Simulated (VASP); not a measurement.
# V (P-1) in VASP: settings compared, part 2 of 2

VASP 6.6.1. Earlier steps stand in the parts before.

## (5) Single point, PBE, collinear spin, ferromagnetic start

Input file INCAR:

```
ALGO = Fast
EDIFF = 1E-6
ENCUT = 520
GGA = PE
ISIF = 2
ISMEAR = -1
ISPIN = 2
LASPH = True
LCHARG = True
LELF = True
LMAXMIX = 4
LORBIT = 11
LREAL = False
LVHAR = True
LWAVE = False
MAGMOM = 2
NBANDS = 16
NELM = 150
PREC = Accurate
SIGMA = 0.05
```

Input file KPOINTS:

```
k-points
0
Gamma
  11 12 12
```

Input file POSCAR:

```
V
1.0
   -0.0756486300      2.0481251500      1.8548618400
    1.9021292400      0.0263380700      1.7528751400
    1.8823854000      1.9263946100      0.0460819200
V
1
Direct
    0.0000000000      0.0000000000      0.0000000000
```

Potentials or basis: VASP PAW PBE potentials, release 64 (V_sv).

Launch:

```
$ cat potpaw_PBE.64/V_sv/POTCAR > POTCAR
$ mpirun -np 1 vasp_std > vasp.out
```

OUTCAR:

```text
EDIFF = 1E-6
   ENCUT = 520
   GGA = PE
   ISIF = 2
   ISMEAR = -1
   ISPIN = 2
   LASPH = True
   LORBIT = 11
   LREAL = False
   NELM = 150
   PREC = Accurate

 ion  position               nearest neighbor table
   1  0.000  0.000  0.000-

  LATTYP: Found a triclinic cell.
 ALAT       =     7.4671740081
 B/A-ratio  =     1.0085986732
 C/A-ratio  =     0.8045037910
 COS(alpha) =     0.0139530322
 COS(beta)  =     0.5079664306
 COS(gamma) =     0.8674479337

  Lattice vectors:

 A1 = (  -1.8659682900,   1.7256498600,  -7.0213234200)
 A2 = (   1.9941949800,   1.6302573900,  -7.0772282000)
 A3 = (  -5.7622925100,   0.0690544000,  -1.6969703600)

Analysis of symmetry for initial positions (statically):
=====================================================================
 Subroutine PRICEL returns:
 Original cell was already a primitive cell.

 Routine SETGRP: Setting up the symmetry group for a
 triclinic supercell.

 Subroutine GETGRP returns: Found  2 space group operations
 (whereof  2 operations were pure point group operations)
 out of a pool of  2 trial point group operations.
[... 640 lines left out ...]
     15      39.0896      0.00000
     16      39.3433      0.00000

 [... further k-points ...]

 spin component 2

 k-point     1 :       0.0000    0.0000    0.0000
  band No.  band energies     occupation
      1     -54.0586      1.00000
      2     -27.4764      1.00000
      3     -27.3449      1.00000
      4     -27.2643      1.00000
      5       3.0829      1.00000
      6       9.4699      0.99975
[... 435 lines left out ...]
      5       7.3129      1.00000
      6       8.7171      1.00000
[... 8 lines left out ...]
     15      39.0896      0.00000
     16      39.3436      0.00000

 [... further k-points ...]

------------------------ aborting loop because EDIFF is reached ----------------------------------------

  FORCE on cell =-STRESS in cart. coord.  units (eV):
  Direction    XX          YY          ZZ          XY          YZ          ZX
  --------------------------------------------------------------------------------------
  -------------------------------------------------------------------------------------
  Total        0.7182928      0.8875877     -0.6892662      0.1054138     -0.1270637      0.0813439
  in kB       85.0043500    105.0390724    -81.5692806     12.4748956    -15.0369968      9.6264116
  external PRESSURE =      36.1580473 kB  Pullay stress =       0.0000000 kB

 VOLUME and BASIS-vectors are now :
 -----------------------------------------------------------------------------
  energy-cutoff  :      520.00
  volume of cell :       13.54
      direct lattice vectors                 reciprocal lattice vectors
    -0.075648630  2.048125150  1.854861840    -0.249326908  0.237244140  0.266991892
     1.902129240  0.026338070  1.752875140     0.256956904 -0.258156192  0.295533939
     1.882385400  1.926394610  0.046081920     0.261568922  0.270398206 -0.287903942

 POSITION                                       TOTAL-FORCE (eV/Angst)
 -----------------------------------------------------------------------------------
      0.00000      0.00000      0.00000        -0.000000      0.000000      0.000000
 -----------------------------------------------------------------------------------
    total drift:                                0.000000      0.000000      0.000000

  FREE ENERGIE OF THE ION-ELECTRON SYSTEM (eV)
  ---------------------------------------------------
  free  energy   TOTEN  =        -8.8020782718 eV

  energy  without entropy=       -8.7876929043  energy(sigma->0) =       -8.79488559

 total charge

# of ion       s       p       d       tot
------------------------------------------
    1        2.347   6.225   3.082  11.654

 magnetization (x)

# of ion       s       p       d       tot
------------------------------------------
    1       -0.000   0.000   0.000   0.000
```

stdout:

```text
POSCAR found type information on POSCAR V
 POSCAR found :  1 types and       1 ions
 scaLAPACK will be used
 LDA part: xc-table for (Slater+PW92), standard interpolation
 POSCAR, INCAR and KPOINTS ok, starting setup
 FFT: planning ... GRIDC
 FFT: planning ... GRID_SOFT
 FFT: planning ... GRID
 WAVECAR not read
 entering main loop
```

Run time: 3.4 min. Hardware: 1 thread of Intel Xeon Platinum 8259CL at 2.50GHz (Skylake/Cascade Lake), shared host; peak memory 0.34 GiB.

Results:

- Free energy: -8.8021 eV
- Pressure: 3.6 GPa
- Net moment: 0.00 μB per cell
- Valence electrons inside the program's atomic spheres: V 11.65

Stress tensor (GPa, compression positive):
```
 8.50  1.25  0.96
 1.25 10.50 -1.50
 0.96 -1.50 -8.16
```

Levels at points of the mesh, in eV from the Fermi level:
Spin up:
```
           k point  band 4  band 5  band 6  band 7  band 8  band 9
(0.00, 0.00, 0.00)  -37.15   -6.80   -0.41    0.19    0.99    1.69
(0.00, 0.50, 0.00)  -37.36   -3.28   -0.15    0.39    1.37    2.73
(0.00, 0.00, 0.50)  -37.33   -3.30   -0.70    0.79    1.52    3.14
(0.00, 0.50, 0.50)  -37.38   -3.48   -2.50    3.06    3.20    3.38
```
Spin down:
```csv
k point,band 2,band 3,band 4,band 5,band 6,band 7,band 8,band 9,band 10,band 11
"(0.00, 0.00, 0.00)",-37.36,-37.23,-37.15,-6.80,-0.41,0.19,0.99,1.70,2.51,17.75
"(0.00, 0.50, 0.00)",-38.18,-37.46,-37.36,-3.28,-0.15,0.39,1.37,2.73,3.77,9.83
"(0.00, 0.00, 0.50)",-38.18,-37.50,-37.33,-3.30,-0.70,0.79,1.52,3.14,3.61,9.98
"(0.00, 0.50, 0.50)",-38.10,-37.67,-37.38,-3.48,-2.50,3.06,3.20,3.38,3.87,11.72
```

Caveat: the stress differs along the axes, from -8 to 11 GPa; the moments typed at the start vanished in this run.

## (6) Relaxation of cell and atoms, BLYP+D4, collinear spin, ferromagnetic start

Input file INCAR:

```
PREC = Accurate ; ENCUT = 600
EDIFF = 1E-6 ; ISMEAR = -1
SIGMA = 0.05 ; LREAL = False
LASPH = True ; NELM = 150
ALGO = Normal ; ISIF = 3
LWAVE = False ; LCHARG = False
ISPIN = 2 ; MAGMOM = 2
LORBIT = 11 ; LMAXMIX = 4
GGA = B5 ; ALDAX = 1.0
AGGAX = 1.0 ; AGGAC = 1.0
ALDAC = 0.0 ; IVDW = 13
VDW_S6 = 1.0 ; VDW_S8 = 2.34076671
VDW_A1 = 0.44488865 ; VDW_A2 = 4.0933009
IBRION = 2 ; NSW = 60
EDIFFG = -0.01
```

Input file KPOINTS:

```
regular mesh
0
Gamma
  11 12 12
```

POSCAR is that of step 5.

Potentials or basis: VASP PAW PBE potentials, release 64 (V_sv).

Launch:

```
$ cat potpaw_PBE.64/V_sv/POTCAR > POTCAR
$ mpirun -np 1 vasp_std > vasp.out
```

Run time: 89 min. Hardware: 1 thread of Oxide Virtual Turin-like, shared host; peak memory 0.39 GiB.

The run converged. Its results:

```
Free energy                                           : -8.4634 eV
Relaxed volume                                        : 13.29 Å³/atom
Relaxed cell                                          : a = 2.622 Å, b = 2.549 Å, c = 2.993 Å, α = 54.23°, β = 54.98°, γ = 70.40°
Space group after relaxing (to 0.1 Å)                 : Im-3m (No. 229)
Energy gained by relaxing                             : 190.6 meV/atom
Ionic steps                                           : 27
Pressure after relaxing                               : -0.1 GPa
Net moment                                            : 0.00 μB per cell
Valence electrons inside the program's atomic spheres : V 11.74
Dispersion energy per atom                            : -0.629 eV
```

Stress tensor (GPa, compression positive):
```
-0.11  0.01 -0.07
 0.01 -0.07  0.01
-0.07  0.01  0.00
```

The path:
```csv
step,energy change (eV),largest force (eV/Å),pressure (GPa),volume (Å³)
1,0.0000,0.0000,1.18,13.54
2,-0.0753,0.0000,-2.69,13.71
3,-0.1650,0.0000,-7.51,13.93
4,-0.1697,0.0000,-7.49,13.92
5,-0.1729,0.0000,6.04,12.90
6,-0.1857,0.0000,-1.07,13.37
7,-0.1857,0.0000,-0.86,13.36
8,-0.1878,0.0000,-0.31,13.30
9,-0.1886,0.0000,0.57,13.24
10,-0.1891,0.0000,-0.29,13.31
11,-0.1891,0.0000,-0.60,13.33
12,-0.1895,0.0000,-0.32,13.30
13,-0.1899,0.0000,0.48,13.24
14,-0.1903,0.0000,0.07,13.28
15,-0.1904,0.0000,-0.25,13.31
16,-0.1904,0.0000,-0.79,13.35
17,-0.1904,0.0000,-0.48,13.32
18,-0.1905,0.0000,-0.15,13.30
19,-0.1905,0.0000,-0.16,13.30
20,-0.1906,0.0000,0.10,13.28
21,-0.1906,0.0000,0.10,13.28
22,-0.1906,0.0000,0.12,13.28
23,-0.1906,0.0000,0.16,13.28
24,-0.1906,0.0000,0.14,13.28
25,-0.1906,0.0000,0.13,13.28
26,-0.1906,0.0000,-0.12,13.30
27,-0.1906,0.0000,-0.06,13.29
```

Final structure:
```
V
1.0
    -0.01757    2.15668    1.49155
     2.08337    0.04130    1.46862
     2.11298    2.11948   -0.02020
V
1
Direct
  0.00000 0.00000 0.00000
```

Levels at points of the mesh, in eV from the Fermi level:
Spin up:
| k point | band 3 | band 4 | band 5 | band 6 | band 7 | band 8 | band 9 | band 10 | band 11 |
| --- | --- | --- | --- | --- | --- | --- | --- | --- | --- |
| (0.00, 0.00, 0.00) | -36.89 | -36.84 | -6.43 | 0.13 | 0.34 | 0.55 | 2.40 | 2.47 | 20.34 |
| (0.00, 0.50, 0.00) | -37.23 | -36.94 | -3.17 | -1.16 | 2.28 | 2.31 | 2.63 | 4.24 | 10.76 |
| (0.00, 0.00, 0.50) | -37.19 | -36.88 | -3.17 | -1.19 | 1.91 | 2.40 | 2.77 | 4.10 | 10.37 |
| (0.00, 0.50, 0.50) | -37.20 | -36.89 | -3.17 | -1.18 | 1.95 | 2.38 | 2.75 | 4.11 | 10.41 |
Spin down:
```tsv
k point	band 3	band 4	band 5	band 6	band 7	band 8	band 9	band 10	band 11
(0.00, 0.00, 0.00)	-36.89	-36.84	-6.43	0.13	0.34	0.55	2.40	2.47	20.34
(0.00, 0.50, 0.00)	-37.23	-36.94	-3.17	-1.16	2.28	2.31	2.63	4.24	10.76
(0.00, 0.00, 0.50)	-37.19	-36.88	-3.17	-1.19	1.91	2.40	2.77	4.10	10.37
(0.00, 0.50, 0.50)	-37.20	-36.89	-3.17	-1.18	1.95	2.38	2.75	4.11	10.41
```

Caveat: the moments typed at the start vanished in this run; the PAW data sets were made with another functional, which shifts forces and pressure a little.

## (7) Summary

```csv
task,level,cell,k mesh,cutoff (eV),smearing,gap on the mesh (eV),pressure (GPa),moment (μB)
single point,PBE,as given,8 × 9 × 9,520,gaussian 0.05 eV,none,3.8,0.00
single point,PBE,as given,8 × 9 × 9,520,methfessel-paxton 0.05 eV,none,3.9,0.00
single point,PBE,as given,11 × 12 × 12,520,fermi-dirac 0.05 eV,none,3.6,0.00
relaxation of cell and atoms,BLYP+D4,relaxed,11 × 12 × 12,600,fermi-dirac 0.05 eV,none,-0.1,0.00
```

Alike in all rows: potentials or basis VASP PAW PBE potentials, release 64 (V_sv); spin collinear, ferromagnetic start.

Caveats: the moments typed at the start vanished in this run; the stress differs along the axes, from -8 to 11 GPa (at least some runs); the PAW data sets were made with another functional, which shifts forces and pressure a little (at least some runs).

Absolute energies hang on the potentials; compare differences alone.
